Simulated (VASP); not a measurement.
KBr:

```
CELL_PARAMETERS angstrom
4.07613 0.00000 0.00000
0.00000 3.97632 0.00000
0.00000 0.00000 3.97632
ATOMIC_POSITIONS crystal
K 0.00000 0.00000 0.00000
Br 0.50000 0.50000 0.50000
```

This cell differs from its parent crystal: uniaxial x strain +2.5%.

Base run:

| Item | Value |
| --- | --- |
| Program | VASP 6.6.1 |
| Functional | PBE |
| Potentials or basis | VASP PAW PBE potentials, release 64 (K_sv, Br) |
| Cutoff | 520 eV |
| k mesh | 6 × 6 × 6 |
| Occupations | fermi-dirac, width 0.02 eV |
| Spin | no spin polarisation |

Its results: band gap on the k mesh 3.89 eV, indirect (least direct gap 4.15 eV); pressure 0.4 GPa.

The run is repeated on the same cell with these changes: functional from PBE to r2SCAN; occupations from fermi-dirac, width 0.02 eV to gaussian, width 0.01 eV. What comes out?

Band gap on the k mesh 4.63 eV, indirect (least direct gap 4.89 eV); pressure -0.4 GPa.

Caveats: the PAW data sets were made with another functional, which shifts forces and pressure a little (some runs).

A k mesh can miss the band edges.
